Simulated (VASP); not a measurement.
# Mg3B (I4/mmm) in VASP: further runs

The runs below take Mg3B through single point, relaxation of cell and atoms, with PBE.

Everything below comes from runs of VASP 6.6.1. Logs are shortened: lines on timing, memory, paths and dates and some standing lists are left out, and cuts for length are marked.

### 1 The cell of the first run

It takes space group I4/mmm (No. 139, tetragonal). The conventional cell has a = 4.079 Å, b = 4.079 Å, c = 8.164 Å, α = 90.00°, β = 90.00°, γ = 90.00°. Within 3.8 Å of Mg (site symmetry 4/mmm) lie 4 B at 2.88 Å and 8 Mg at 2.89 Å. Within 3.8 Å of Mg (site symmetry -4m2) lie 8 Mg at 2.88 to 2.89 Å and 4 B at 2.89 Å. Within 3.8 Å of B (site symmetry 4/mmm) lie 12 Mg at 2.88 to 2.89 Å.

### 2 Single point, PBE

The input, INCAR:

```
  PREC = Accurate
  ENCUT = 520
  EDIFF = 1E-6
  ISMEAR = 0
  SIGMA = 0.1
  LREAL = F
  LASPH = T
  NELM = 60
  ALGO = Fast
  ISIF = 2
  LWAVE = F
  LCHARG = F
  GGA = PE
  NBANDS = 12
```

The input, KPOINTS:

```
regular mesh
0
Gamma
  6 6 6
```

The input, POSCAR:

```
Mg3B
1.0
   -2.0394438148      2.0394438148      4.0819684534
    2.0394438148     -2.0394438148      4.0819684534
    2.0394438148      2.0394438148     -4.0819684534
Mg B
3 1
Direct
    0.5000000000      0.5000000000      0.0000000000
    0.2500000000      0.7500000000      0.5000000000
    0.7500000000      0.2500000000      0.5000000000
    0.0000000000      0.0000000000      0.0000000000
```

Potentials or basis: VASP PAW PBE potentials, release 64 (Mg, B).

The run is started by

```bash
cat potpaw_PBE.64/Mg/POTCAR potpaw_PBE.64/B/POTCAR > POTCAR
mpirun -np 1 vasp_std > vasp.out
```

OUTCAR:

```text
PREC = Accurate
   ENCUT = 520
   EDIFF = 1E-6
   ISMEAR = 0
   LREAL = F
   LASPH = T
   NELM = 60
   ISIF = 2
   GGA = PE

 ion  position               nearest neighbor table
   1  0.500  0.500  0.000-   4 2.88   4 2.88   4 2.88   4 2.88   3 2.89   2 2.89   3 2.89   3 2.89
                             2 2.89   2 2.89   3 2.89   2 2.89
   2  0.250  0.750  0.500-   3 2.88   3 2.88   3 2.88   3 2.88   4 2.89   1 2.89   4 2.89   1 2.89
                             4 2.89   4 2.89   1 2.89   1 2.89
   3  0.750  0.250  0.500-   2 2.88   2 2.88   2 2.88   2 2.88   4 2.89   1 2.89   4 2.89   4 2.89
                             1 2.89   1 2.89   4 2.89   1 2.89
   4  0.000  0.000  0.000-   1 2.88   1 2.88   1 2.88   1 2.88   3 2.89   2 2.89   3 2.89   2 2.89
                             3 2.89   3 2.89   2 2.89   2 2.89

  LATTYP: Found a body centered tetragonal cell.
 ALAT       =     4.0788876296
 C/A-ratio  =     2.0015106196

  Lattice vectors:

 A1 = (  -2.0394438148,   2.0394438148,   4.0819684534)
 A2 = (   2.0394438148,  -2.0394438148,   4.0819684534)
 A3 = (   2.0394438148,   2.0394438148,  -4.0819684534)

Analysis of symmetry for initial positions (statically):
=====================================================================
 Subroutine PRICEL returns:
 Original cell was already a primitive cell.

 Routine SETGRP: Setting up the symmetry group for a
 body centered tetragonal supercell.

 Subroutine GETGRP returns: Found 16 space group operations
 (whereof 16 operations were pure point group operations)
 out of a pool of 16 trial point group operations.

The static configuration has the point symmetry D_4h.

Analysis of symmetry for dynamics (positions and initial velocities):
=====================================================================
 Subroutine PRICEL returns:
 Original cell was already a primitive cell.

 Routine SETGRP: Setting up the symmetry group for a
 body centered tetragonal supercell.

 Subroutine GETGRP returns: Found 16 space group operations
 (whereof 16 operations were pure point group operations)
 out of a pool of 16 trial point group operations.

The dynamic configuration has the point symmetry D_4h.

 Subroutine INISYM returns: Found 16 space group operations
 (whereof 16 operations are pure point group operations),
 and found     1 'primitive' translations

----------------------------------------------------------------------------------------

                                     Primitive cell

  volume of cell :      67.9130
[... 101 lines left out ...]
   POTIM  = 0.5000    time-step for ionic-motion
   TEBEG  =    0.0;   TEEND  =   0.0 temperature during run
   PSTRESS=    0.0 pullay stress
   NELECT =       9.0000    total number of electrons
   NUPDOWN=      -1.0000    fix difference up-down
   EMIN   =  10.00;   EMAX   =-10.00  energy-range for DOS
   EFERMI =   0.00;   METHOD = LEGACY
   ISMEAR =     0;   SIGMA  =   0.10  broadening in eV -4-tet -1-fermi 0-gaus
   EFERMI_NEDOS =   21; number of points for ismear=-14 and -15
   IALGO  =     68    algorithm
   IMIX   =      4    mixing-type and parameters
     AMIX     =   0.40;   BMIX     =  1.00
     AMIX_MAG =   1.60;   BMIX_MAG =  1.00
  volume/ion in A,a.u.               =      16.98       114.57
  Fermi-wavevector in a.u.,A,eV,Ry     =   0.834650  1.577261  9.478381  0.696641
  Thomas-Fermi vector in A             =   1.948077
   LORBIT       =      0    0 simple, 1 ext, 2 COOP (PROOUT), +10 PAW based schemes
   GGA     = PE    functional components
   LHFCALC =     F    Hartree Fock is set to
   AEXX    =    0.0000 exact exchange contribution
   IVDW    =     0    specifies the selected vdW correction
   LEPSILON=     F    determine dielectric tensor
   LRPA    =     F    only Hartree local field effects (RPA)
 non-spin polarized calculation
 RMM-DIIS sequential band-by-band and
 Gauss-broadening in eV      SIGMA  =   0.10
  energy-cutoff  :      520.00
  volume of cell :       67.91
 maximum number of plane-waves:      1854
 NGX is ok and might be reduce to    40
   NGX = 19   NGY = 19   NGZ = 19

 number of electron       9.0000000 magnetization

 Free energy of the ion-electron system (eV)
  ---------------------------------------------------
  ext. energy  EPLUGINS =         0.00000000
  ---------------------------------------------------
  free energy    TOTEN  =        -8.80609705 eV

  energy without entropy =       -8.80171441  energy(sigma->0) =       -8.80390573

 E-fermi :   3.5199     XC(G=0):  -9.3186

 val. band max:        3.4969671472   @ k =   0.0000   0.0000   0.0000
 cond. band min:       3.5221022443   @ k =   0.1667  -0.0000   0.0000
 fundamental gap:      0.0251350971
 Fermi energy:         3.5198500247

 k-point     1 :       0.0000    0.0000    0.0000
  band No.  band energies     occupation
      1      -5.2123      2.00000
      2       2.3878      2.00000
      3       2.4993      2.00000
      4       3.4970      1.25377
      5       3.4970      1.25377
      6       5.0510      0.00000
      7       5.8252      0.00000
      8       5.8252      0.00000
      9       6.6528      0.00000
     10       6.8083      0.00000
     11       9.5420      0.00000
     12      10.7577      0.00000
[... 331 lines left out ...]
 k-point    24 :      -0.1667   -0.3333    0.1667
  band No.  band energies     occupation
      1      -4.5010      2.00000
      2      -0.3862      2.00000
      3       1.3426      2.00000
      4       3.0536      2.00000
      5       4.4560      0.00000
      6       4.8318      0.00000
      7       7.0542      0.00000
      8       7.2996      0.00000
      9       7.5848      0.00000
     10       9.4533      0.00000
     11       9.6450      0.00000
     12      10.2767      0.00000

 [... further k-points ...]
[... 5 lines left out ...]
  --------------------------------------------------------------------------------------
  -------------------------------------------------------------------------------------
  Total       -0.0646509     -0.0646509      0.0533085      0.0000000      0.0000000     -0.0000000
  in kB       -1.5252181     -1.5252181      1.2576329      0.0000000      0.0000000     -0.0000000
  external PRESSURE =      -0.5976011 kB  Pullay stress =       0.0000000 kB

 VOLUME and BASIS-vectors are now :
 -----------------------------------------------------------------------------
  energy-cutoff  :      520.00
  volume of cell :       67.91
      direct lattice vectors                 reciprocal lattice vectors
    -2.039443815  2.039443815  4.081968453     0.000000000  0.245164881  0.122489923
     2.039443815 -2.039443815  4.081968453     0.245164881  0.000000000  0.122489923
     2.039443815  2.039443815 -4.081968453     0.245164881  0.245164881  0.000000000

 POSITION                                       TOTAL-FORCE (eV/Angst)
 -----------------------------------------------------------------------------------
      0.00000      0.00000      4.08197         0.000000      0.000000     -0.000000
      2.03944      0.00000      2.04098        -0.000000     -0.000000     -0.000000
      0.00000      2.03944      2.04098         0.000000     -0.000000      0.000000
      0.00000      0.00000      0.00000         0.000000      0.000000     -0.000000
 -----------------------------------------------------------------------------------
    total drift:                               -0.000000     -0.000000      0.000000

  FREE ENERGIE OF THE ION-ELECTRON SYSTEM (eV)
  ---------------------------------------------------
  free  energy   TOTEN  =        -8.8060970488 eV

  energy  without entropy=       -8.8017144073  energy(sigma->0) =       -8.80390573
```

OSZICAR:

```text
N       E                     dE             d eps       ncg     rms          rms(c)
DAV:   1     0.505191188800E+01    0.50519E+01   -0.29611E+03   720   0.549E+02
DAV:   2    -0.864551885007E+01   -0.13697E+02   -0.13043E+02   932   0.705E+01
DAV:   3    -0.935806056596E+01   -0.71254E+00   -0.69257E+00   900   0.124E+01
DAV:   4    -0.936293773298E+01   -0.48772E-02   -0.48757E-02   820   0.123E+00
DAV:   5    -0.936297539994E+01   -0.37667E-04   -0.37667E-04   928   0.119E-01    0.315E+00
RMM:   6    -0.883464494048E+01    0.52833E+00   -0.69307E-01   731   0.284E+00    0.115E+00
RMM:   7    -0.881801671496E+01    0.16628E-01   -0.25454E-02   783   0.920E-01    0.737E-01
RMM:   8    -0.880790586830E+01    0.10111E-01   -0.15459E-02   750   0.888E-01    0.180E-01
RMM:   9    -0.880613102048E+01    0.17748E-02   -0.13797E-03   821   0.221E-01    0.556E-02
RMM:  10    -0.880614574944E+01   -0.14729E-04   -0.60155E-04   844   0.105E-01    0.259E-02
RMM:  11    -0.880610156570E+01    0.44184E-04   -0.48962E-05   789   0.386E-02    0.101E-02
RMM:  12    -0.880609685889E+01    0.47068E-05   -0.11236E-05   820   0.178E-02    0.869E-04
RMM:  13    -0.880609704881E+01   -0.18991E-06   -0.83997E-07   656   0.529E-03
   1 F= -.88060970E+01 E0= -.88039057E+01  d E =-.438264E-02
```

stdout:

```text
POSCAR found type information on POSCAR MgB
 POSCAR found :  2 types and       4 ions
 scaLAPACK will be used
 LDA part: xc-table for (Slater+PW92), standard interpolation
 POSCAR, INCAR and KPOINTS ok, starting setup
 FFT: planning ... GRIDC
 FFT: planning ... GRID_SOFT
 FFT: planning ... GRID
 WAVECAR not read
 entering main loop
```

Run time: 49 s. Hardware: 1 thread of AMD EPYC 7R43 (Zen 3), shared host; peak memory 0.2 GiB.

What came out:

```yaml
Free_energy: -8.8061 eV
Pressure: -0.1 GPa
```

Levels at points of the mesh, in eV from the Fermi level:
```tsv
k point	band 1	band 2	band 3	band 4	band 5	band 6	band 7	band 8	band 9
(0.00, 0.00, 0.00)	-8.73	-1.13	-1.02	-0.02	-0.02	1.53	2.31	2.31	3.13
(0.50, 0.00, 0.00)	-6.82	-5.37	-1.94	-1.69	0.26	2.73	2.92	3.01	5.04
(0.50, 0.50, 0.00)	-5.81	-3.92	-2.58	-2.43	-2.16	-0.61	2.02	4.47	4.62
(0.50, 0.50, 0.50)	-7.23	-5.92	-1.01	-1.01	-0.41	2.09	3.96	5.46	5.46
```

Caveat: the k points lie up to 0.36 Å⁻¹ apart.

### 3 Relaxation of cell and atoms, PBE

This run uses another cell than the first one, of 15.67 Å³/atom, 0.923 times its volume.

The input, INCAR:

```
PREC     = Accurate       # precision mode
ENCUT    = 600            # plane-wave cutoff, eV
EDIFF    = 1E-6           # SCF threshold, eV
ISMEAR   = 0              # smearing method
SIGMA    = 0.1            # smearing width, eV
LREAL    = False          # projectors in reciprocal space
LASPH    = True           # aspherical terms in the spheres
NELM     = 80             # most SCF steps
ALGO     = Fast           # electronic algorithm
ISIF     = 3              # what is computed and relaxed
LWAVE    = False          # write WAVECAR
LCHARG   = False          # write CHGCAR
GGA      = PE             # functional
IBRION   = 2              # ionic algorithm
NSW      = 90             # ionic steps
EDIFFG   = -0.04          # ionic threshold
```

The input, KPOINTS:

```
Automatic mesh
0
Gamma
  6 6 6
```

The input, POSCAR:

```
Mg3B
1.0
   -1.9144777821      1.9144777821      4.2764958249
    1.9144777821     -1.9144777821      4.2764958249
    1.9144777821      1.9144777821     -4.2764958249
Mg B
3 1
Direct
    0.5000000000      0.5000000000      0.0000000000
    0.2500000000      0.7500000000      0.5000000000
    0.7500000000      0.2500000000      0.5000000000
    0.0000000000      0.0000000000      0.0000000000
```

Potentials or basis: VASP PAW PBE potentials, release 64 (Mg, B).

The run is started by

```bash
cat potpaw_PBE.64/Mg/POTCAR potpaw_PBE.64/B/POTCAR > POTCAR
mpirun -np 1 vasp_std > vasp.out
```

Run time: 2 min. Hardware: 1 thread of AMD EPYC 7R43 (Zen 3), shared host; peak memory 0.22 GiB.

It converged, with:

```
Free energy                            : -8.8059 eV
Relaxed volume                         : 16.87 Å³/atom
Relaxed cell                           : a = 5.007 Å, b = 5.007 Å, c = 5.007 Å, α = 132.23°, β = 132.23°, γ = 69.87°
Space group after relaxing (to 0.05 Å) : I4/mmm (No. 139)
Energy gained by relaxing              : 37.1 meV/atom
Ionic steps                            : 8
Pressure after relaxing                : 0.3 GPa
```

Stress tensor (GPa, compression positive):
```
0.38 0.00 0.00
0.00 0.38 0.00
0.00 0.00 0.18
```

The path:
```
step  energy change (eV)  largest force (eV/Å)  pressure (GPa)  volume (Å³)
   1              0.0000                0.0000            5.46        62.70
   2             -0.1213                0.0000            0.48        67.65
   3             -0.1267                0.0000           -0.77        69.24
   4             -0.1268                0.0000           -0.64        69.07
   5             -0.1381                0.0000           -0.44        68.68
   6             -0.1444                0.0000           -0.19        68.26
   7             -0.1483                0.0000            0.38        67.39
   8             -0.1484                0.0000            0.31        67.49
```

Final structure:
```
Mg B
1.0
    -2.02741    2.02741    4.10479
     2.02741   -2.02741    4.10479
     2.02741    2.02741   -4.10479
Mg B
3 1
Direct
  0.50000 0.50000 0.00000
  0.25000 0.75000 0.50000
  0.75000 0.25000 0.50000
  0.00000 0.00000 0.00000
```

Levels at points of the mesh, in eV from the Fermi level:
```tsv
k point	band 2	band 3	band 4	band 5	band 6	band 7
(0.00, 0.00, 0.00)	-1.21	-1.06	0.00	0.00	1.55	2.35
(0.50, 0.00, 0.00)	-5.37	-1.98	-1.73	0.30	2.84	3.02
(0.50, 0.50, 0.00)	-3.90	-2.59	-2.43	-2.14	-0.60	1.97
(0.50, 0.50, 0.50)	-5.97	-0.96	-0.96	-0.33	2.19	3.95
```

Caveat: the k points lie up to 0.37 Å⁻¹ apart in the final cell.
